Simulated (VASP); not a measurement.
Write the native input for VASP 6.6.1 that does the following.

| Quantity | Value |
| --- | --- |
| Task | single point |
| Functional | RPBE |
| Potentials or basis | VASP PAW PBE potentials, release 64 (Cl, Li_sv) |
| Cutoff | 520 eV |
| k mesh | 9 × 9 × 9 |
| Occupations | fermi-dirac, width 0.05 eV |
| Spin | no spin polarisation |
| Dipole correction | no |
| Further INCAR settings | ALGO = Normal; EDIFF = 1e-06; NBANDS = 12 |

The structure of LiCl lies in POSCAR:

```
LiCl
1.0
    0.0000000000      2.6295204194      2.6295204194
    2.6295204194      0.0000000000      2.6295204194
    2.6295204194      2.6295204194      0.0000000000
Cl Li
1 1
Direct
    0.5000000000      0.5000000000      0.5000000000
    0.0000000000      0.0000000000      0.0000000000
```

These files were run (other wordings do the same):

INCAR

```
PREC = Accurate
ENCUT = 520
EDIFF = 1E-6
ISMEAR = -1
SIGMA = 0.05
LREAL = F
LASPH = T
NELM = 100
ALGO = Normal
ISIF = 2
LWAVE = F
LCHARG = F
GGA = RP
NBANDS = 12
```

KPOINTS

```
Automatic mesh
0
Gamma
  9 9 9
```

Potentials or basis: VASP PAW PBE potentials, release 64 (Cl, Li_sv).

The run is started by

```bash
$ cat potpaw_PBE.64/Cl/POTCAR potpaw_PBE.64/Li_sv/POTCAR > POTCAR
$ mpirun -np 1 vasp_std > vasp.out
```

Results of the run:

```
Band gap on the k mesh : 6.20 eV, direct
```

It took 14 s on 1 thread of Intel(R) Xeon(R) Platinum 8259CL CPU @ 2.50GHz (Skylake/Cascade Lake), with other jobs on the host, peak memory 0.15 GiB.
